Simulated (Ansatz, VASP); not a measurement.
CdS in VASP and in Ansatz

Contents of POSCAR:

```
CdS
1.0
    0.0000000000      2.9553866667      2.8402549342
    2.9553866667      0.0000000000      2.8402549342
    2.9553866667      2.9553866667      0.0000000000
Cd S
1 1
Direct
    0.0000000000      0.0000000000      0.0000000000
    0.2500000000      0.2500000000      0.2500000000
```

Contents of INCAR.step1:

```
SYSTEM = CdS
  ALGO = Normal
  EDIFF = 1E-4
  ENCUT = 520
  GGA = PE
  ISMEAR = -1
  LASPH = .TRUE.
  LCHARG = .FALSE.
  LREAL = .FALSE.
  LWAVE = .TRUE.
  NBANDS = 16
  NELM = 80
  PREC = Accurate
  SIGMA = 0.02
```

The input INCAR.step2:

```
SYSTEM = CdS
  ALGO = Normal
  EDIFF = 1E-7
  ENCUT = 520
  ISIF = 2
  ISMEAR = -1
  ISTART = 1
  LASPH = .TRUE.
  LCHARG = .FALSE.
  LMIXTAU = .TRUE.
  LREAL = .FALSE.
  LWAVE = .FALSE.
  METAGGA = R2SCAN
  NBANDS = 16
  NELM = 80
  PREC = Accurate
  SIGMA = 0.02
```

The input KPOINTS:

```
k-points
0
G
  6 6 6
  0 0 0
```

Input for Ansatz:

```yaml
crystal:
  lattice:
    - [0.0, 2.955386666666667, 2.840254934210526]
    - [2.955386666666667, 0.0, 2.840254934210526]
    - [2.955386666666667, 2.955386666666667, 0.0]
  atoms:
    - { symbol: Cd, position: [0.0, 0.0, 0.0] }
    - { symbol: S, position: [0.25, 0.25, 0.25] }
basis:
  ecutwfc: 550.0
kpoints:
  mp_grid:
    grid: [6, 6, 6]
hamiltonian:
  xc: r2scan
  pseudopotentials:
    kind: paw
scf:
  occupations:
    method: fermi_dirac
    width: 0.02
output:
  stress: true
```

Alike in both runs: task single point; functional r2SCAN; k mesh 6 × 6 × 6; occupations fermi-dirac, width 0.02 eV; no spin polarisation.

```csv
,VASP,Ansatz
version,VASP 6.6.1,Ansatz 0.2.0
potentials or method,"VASP PAW PBE potentials, release 64 (Cd, S), cutoff 520 eV","plane waves, PAW"
valence electrons in the cell,18,26
```

VASP gave:

- pressure (GPa): 1.8
- traceless stress, the component that is largest in VASP (GPa): 0.39

Problem. Which values does Ansatz return?

Solution. Pressure (GPa): 1.4; traceless stress, the component that is largest in VASP (GPa): 0.40.

VASP's potentials were made for PBE, not for r2SCAN. The functional is the same, so the differences come from potentials, cutoffs and numerics. VASP's potentials hold 18 valence electrons a cell and Ansatz's 26, so a difference there can come from the potentials and not from the codes.
